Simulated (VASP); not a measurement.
# Ca (Im-3m) in VASP: notebook

Runs on Ca. Level: PBE. Tasks: single point.

Everything below comes from runs of VASP 6.6.1. Logs are shortened: lines on timing, memory, paths and dates and some standing lists are left out, and cuts for length are marked.

## Step 1: The cell of the first run

It takes space group Im-3m (No. 229, cubic). The conventional cell has a = 4.480 Å, b = 4.480 Å, c = 4.480 Å, α = 90.00°, β = 90.00°, γ = 90.00°. Ca (site symmetry m-3m) has 14 Ca at 3.88 to 4.48 Å within 5.1 Å.

## Step 2: Single point, PBE

INCAR

```
PREC     = Accurate       # precision mode
ENCUT    = 520            # plane-wave cutoff, eV
EDIFF    = 1E-6           # SCF threshold, eV
ISMEAR   = 0              # smearing method
SIGMA    = 0.05           # smearing width, eV
LREAL    = F              # projectors in reciprocal space
LASPH    = T              # aspherical terms in the spheres
NELM     = 80             # most SCF steps
ALGO     = Normal         # electronic algorithm
ISIF     = 2              # what is computed and relaxed
LWAVE    = F              # write WAVECAR
LCHARG   = F              # write CHGCAR
GGA      = PE             # functional
NBANDS   = 11             # bands
```

KPOINTS

```
regular mesh
0
Gamma
  10 10 10
```

POSCAR

```
Ca
1.0
   -2.2400000000      2.2400000000      2.2400000000
    2.2400000000     -2.2400000000      2.2400000000
    2.2400000000      2.2400000000     -2.2400000000
Ca
1
Direct
    0.0000000000      0.0000000000      0.0000000000
```

Potentials or basis: VASP PAW PBE potentials, release 64 (Ca_sv).

Command:

```bash
cat potpaw_PBE.64/Ca_sv/POTCAR > POTCAR
mpirun -np 1 vasp_std > vasp.out
```

OUTCAR:

```text
PREC = Accurate
   ENCUT = 520
   EDIFF = 1E-6
   ISMEAR = 0
   LREAL = F
   LASPH = T
   NELM = 80
   ISIF = 2
   GGA = PE

 ion  position               nearest neighbor table
   1  0.000  0.000  0.000-

  LATTYP: Found a body centered cubic cell.
 ALAT       =     4.4800000000

  Lattice vectors:

 A1 = (  -2.2400000000,   2.2400000000,   2.2400000000)
 A2 = (   2.2400000000,  -2.2400000000,   2.2400000000)
 A3 = (   2.2400000000,   2.2400000000,  -2.2400000000)

Analysis of symmetry for initial positions (statically):
=====================================================================
 Subroutine PRICEL returns:
 Original cell was already a primitive cell.

 Routine SETGRP: Setting up the symmetry group for a
 body centered cubic supercell.

 Subroutine GETGRP returns: Found 48 space group operations
 (whereof 48 operations were pure point group operations)
 out of a pool of 48 trial point group operations.

The static configuration has the point symmetry O_h .

Analysis of symmetry for dynamics (positions and initial velocities):
=====================================================================
 Subroutine PRICEL returns:
 Original cell was already a primitive cell.

 Routine SETGRP: Setting up the symmetry group for a
 body centered cubic supercell.

 Subroutine GETGRP returns: Found 48 space group operations
 (whereof 48 operations were pure point group operations)
 out of a pool of 48 trial point group operations.

The dynamic configuration has the point symmetry O_h .

 Subroutine INISYM returns: Found 48 space group operations
 (whereof 48 operations are pure point group operations),
 and found     1 'primitive' translations

----------------------------------------------------------------------------------------

                                     Primitive cell

  volume of cell :      44.9577

  direct lattice vectors                    reciprocal lattice vectors
    -2.240000000  2.240000000  2.240000000     0.000000000  0.223214286  0.223214286
     2.240000000 -2.240000000  2.240000000     0.223214286  0.000000000  0.223214286
     2.240000000  2.240000000 -2.240000000     0.223214286  0.223214286  0.000000000

  length of vectors
     3.879793809  3.879793809  3.879793809     0.315672670  0.315672670  0.315672670

  position of ions in fractional coordinates (direct lattice)
     0.000000000  0.000000000  0.000000000

  ion indices of the primitive-cell ions
   primitive index   ion index
                 1           1

----------------------------------------------------------------------------------------

 KPOINTS: regular mesh

Automatic generation of k-mesh.
 Grid dimensions read from file:
 generate k-points for:   10   10   10

 Generating k-lattice:

  Cartesian coordinates                     Fractional coordinates (reciprocal lattice)
     0.000000000  0.022321429  0.022321429     0.100000000  0.000000000  0.000000000
     0.022321429  0.000000000  0.022321429     0.000000000  0.100000000  0.000000000
     0.022321429  0.022321429  0.000000000     0.000000000  0.000000000  0.100000000

  Length of vectors
     0.031567267  0.031567267  0.031567267

  Shift w.r.t. Gamma in fractional coordinates (k-lattice)
     0.000000000  0.000000000  0.000000000

 Subroutine IBZKPT returns following result:
 ===========================================

 Found     47 irreducible k-points:

 Following reciprocal coordinates:
            Coordinates               Weight
  0.000000  0.000000  0.000000      1.000000
  0.100000  0.000000  0.000000     12.000000
  0.200000  0.000000  0.000000     12.000000
  0.300000  0.000000  0.000000     12.000000
  0.400000  0.000000  0.000000     12.000000
  0.500000  0.000000  0.000000      6.000000
[... 16 lines left out ...]
  0.300000  0.300000  0.100000      8.000000
 -0.300000  0.300000  0.100000     24.000000
 [... further k-points ...]
   k-points           NKPTS =     47   k-points in BZ     NKDIM =     47   number of bands    NBANDS=     11
   number of dos      NEDOS =    301   number of ions     NIONS =      1
   total plane-waves  NPLWV =  27000
   dimension x,y,z NGX =    30 NGY =   30 NGZ =   30
   dimension x,y,z NGXF=    60 NGYF=   60 NGZF=   60
   ions per type =               1
   NGX,Y,Z   is equivalent  to a cutoff of  12.85, 12.85, 12.85 a.u.
   NGXF,Y,Z  is equivalent  to a cutoff of  25.71, 25.71, 25.71 a.u.
 SYSTEM =  unknown system
   PREC   = accura    normal or accurate (medium, high low for compatibility)
   ISTART =      0    job   : 0-new  1-cont  2-samecut
   ICHARG =      2    charge: 1-file 2-atom 10-const
   ISPIN  =      1    spin polarized calculation?
   LNONCOLLINEAR =      F non collinear calculations
   LSORBIT =      F    spin-orbit coupling
   LASPH  =      T    aspherical Exc in radial PAW
   ENCUT  =  520.0 eV  38.22 Ry    6.18 a.u.   7.21  7.21  7.21*2*pi/ulx,y,z
   NELM   =     80;   NELMIN=  2; NELMDL= -5     # of ELM steps
   EDIFF  = 0.1E-05   stopping-criterion for ELM
   LREAL  =      F    real-space projection
   EDIFFG = 0.1E-04   stopping-criterion for IOM
   NSW    =      0    number of steps for IOM
   IBRION =     -1    ionic relax: 0-MD 1-quasi-New 2-CG
   NFREE  =      0    steps in history (QN), initial steepest desc. (CG)
   ISIF   =      2    stress and relaxation
   ISYM   =      2    0-nonsym 1-usesym 2-fastsym
   POTIM  = 0.5000    time-step for ionic-motion
   TEBEG  =    0.0;   TEEND  =   0.0 temperature during run
   PSTRESS=    0.0 pullay stress
   NELECT =      10.0000    total number of electrons
   NUPDOWN=      -1.0000    fix difference up-down
   EMIN   =  10.00;   EMAX   =-10.00  energy-range for DOS
   EFERMI =   0.00;   METHOD = LEGACY
   ISMEAR =     0;   SIGMA  =   0.05  broadening in eV -4-tet -1-fermi 0-gaus
   EFERMI_NEDOS =   21; number of points for ismear=-14 and -15
   IALGO  =     38    algorithm
   IMIX   =      4    mixing-type and parameters
     AMIX     =   0.40;   BMIX     =  1.00
     AMIX_MAG =   1.60;   BMIX_MAG =  1.00
  volume/ion in A,a.u.               =      44.96       303.39
  Fermi-wavevector in a.u.,A,eV,Ry     =   0.991913  1.874443 13.386649  0.983891
  Thomas-Fermi vector in A             =   2.123688
   LORBIT       =      0    0 simple, 1 ext, 2 COOP (PROOUT), +10 PAW based schemes
   GGA     = PE    functional components
   LHFCALC =     F    Hartree Fock is set to
   AEXX    =    0.0000 exact exchange contribution
   IVDW    =     0    specifies the selected vdW correction
   LEPSILON=     F    determine dielectric tensor
   LRPA    =     F    only Hartree local field effects (RPA)
 non-spin polarized calculation
 Gauss-broadening in eV      SIGMA  =   0.05
  energy-cutoff  :      520.00
  volume of cell :       44.96
 maximum number of plane-waves:      1264
 NGX is ok and might be reduce to    30
   NGX = 15   NGY = 15   NGZ = 15

 number of electron      10.0000001 magnetization

 Free energy of the ion-electron system (eV)
  ---------------------------------------------------
  ext. energy  EPLUGINS =         0.00000000
  ---------------------------------------------------
  free energy    TOTEN  =        -1.90686468 eV

  energy without entropy =       -1.90434945  energy(sigma->0) =       -1.90560706

 E-fermi :   1.7677     XC(G=0):  -7.5443

 val. band max:        1.7535674486   @ k =  -0.4000  -0.4000   0.1000
 cond. band min:       1.7778278859   @ k =   0.5000   0.5000   0.3000
 fundamental gap:      0.0242604373
 Fermi energy:         1.7676872783

 k-point     1 :       0.0000    0.0000    0.0000
  band No.  band energies     occupation
      1     -40.4645      2.00000
      2     -21.3855      2.00000
      3     -21.3855      2.00000
      4     -21.3855      2.00000
      5      -2.1927      2.00000
      6       3.9573      0.00000
      7       3.9573      0.00000
      8       3.9573      0.00000
      9       4.9440      0.00000
     10       4.9440      0.00000
     11      11.6490      0.00000

 k-point     2 :       0.1000    0.0000    0.0000
  band No.  band energies     occupation
      1     -40.4634      2.00000
      2     -21.3963      2.00000
      3     -21.3891      2.00000
      4     -21.3855      2.00000
      5      -2.0214      2.00000
      6       3.8557      0.00000
      7       3.8861      0.00000
      8       4.0831      0.00000
      9       4.8342      0.00000
     10       4.9477      0.00000
     11      11.3357      0.00000

 k-point     3 :       0.2000    0.0000    0.0000
  band No.  band energies     occupation
      1     -40.4607      2.00000
      2     -21.4242      2.00000
      3     -21.3986      2.00000
      4     -21.3854      2.00000
      5      -1.5232      2.00000
      6       3.5446      0.00000
      7       3.6099      0.00000
      8       4.4464      0.00000
      9       4.7470      0.00000
     10       4.9742      0.00000
     11       9.9824      0.00000

 k-point     4 :       0.3000    0.0000    0.0000
  band No.  band energies     occupation
      1     -40.4573      2.00000
      2     -21.4584      2.00000
      3     -21.4103      2.00000
      4     -21.3853      2.00000
      5      -0.7493      2.00000
      6       2.9494      0.00000
      7       3.3383      0.00000
      8       4.8129      0.00000
      9       4.9942      0.00000
     10       5.0449      0.00000
     11       8.3432      0.00000
[... 239 lines left out ...]
 k-point    22 :      -0.2000    0.2000    0.1000
  band No.  band energies     occupation
      1     -40.4597      2.00000
      2     -21.4240      2.00000
      3     -21.4024      2.00000
      4     -21.3942      2.00000
      5      -1.3608      2.00000
      6       3.5931      0.00000
      7       3.6846      0.00000
      8       4.3398      0.00000
      9       4.4196      0.00000
     10       5.1518      0.00000
     11      10.0337      0.00000

 k-point    23 :       0.3000    0.3000    0.1000
  band No.  band energies     occupation
      1     -40.4528      2.00000
      2     -21.4548      2.00000
      3     -21.4548      2.00000
      4     -21.4083      2.00000
      5       1.9601      0.00000
      6       1.9601      0.00000
      7       2.1353      0.00000
      8       5.1673      0.00000
      9       5.1673      0.00000
     10       5.5431      0.00000
     11       6.9554      0.00000

 k-point    24 :      -0.3000    0.3000    0.1000
  band No.  band energies     occupation
      1     -40.4564      2.00000
      2     -21.4569      2.00000
      3     -21.4143      2.00000
      4     -21.3937      2.00000
      5      -0.5976      2.00000
      6       2.9798      0.00000
      7       3.4366      0.00000
      8       4.4449      0.00000
      9       4.9612      0.00000
     10       5.1721      0.00000
     11       8.3737      0.00000

 [... further k-points ...]
[... 5 lines left out ...]
  --------------------------------------------------------------------------------------
  -------------------------------------------------------------------------------------
  Total       -0.2621943     -0.2621943     -0.2621943      0.0000000     -0.0000000      0.0000000
  in kB       -9.3439359     -9.3439359     -9.3439359      0.0000000     -0.0000000      0.0000000
  external PRESSURE =      -9.3439359 kB  Pullay stress =       0.0000000 kB

 VOLUME and BASIS-vectors are now :
 -----------------------------------------------------------------------------
  energy-cutoff  :      520.00
  volume of cell :       44.96
      direct lattice vectors                 reciprocal lattice vectors
    -2.240000000  2.240000000  2.240000000     0.000000000  0.223214286  0.223214286
     2.240000000 -2.240000000  2.240000000     0.223214286  0.000000000  0.223214286
     2.240000000  2.240000000 -2.240000000     0.223214286  0.223214286  0.000000000

 POSITION                                       TOTAL-FORCE (eV/Angst)
 -----------------------------------------------------------------------------------
      0.00000      0.00000      0.00000        -0.000000      0.000000     -0.000000
 -----------------------------------------------------------------------------------
    total drift:                               -0.000000     -0.000000      0.000000

  FREE ENERGIE OF THE ION-ELECTRON SYSTEM (eV)
  ---------------------------------------------------
  free  energy   TOTEN  =        -1.9068646816 eV

  energy  without entropy=       -1.9043494467  energy(sigma->0) =       -1.90560706
```

Wall time 22 s (1 thread of Intel Xeon Platinum 8175M at 2.50GHz (Skylake/Cascade Lake), shared host); peak memory 0.17 GiB.

What came out:

```
Free energy            : -1.9069 eV
Pressure               : -0.9 GPa
Band gap on the k mesh : zero (band 5 reaches 1.96 eV, above the bottom of band 6 at 1.69 eV)
```

Levels at points of the mesh, in eV from the Fermi level:
| k point | band 3 | band 4 | band 5 | band 6 | band 7 | band 8 |
| --- | --- | --- | --- | --- | --- | --- |
| (0.00, 0.00, 0.00) | -23.15 | -23.15 | -3.96 | 2.19 | 2.19 | 2.19 |
| (0.50, 0.00, 0.00) | -23.19 | -23.15 | -0.88 | -0.08 | 1.30 | 3.07 |
| (0.50, 0.50, 0.50) | -23.23 | -23.23 | 0.10 | 0.10 | 3.67 | 3.67 |

(Continued in part 2 of 2.)
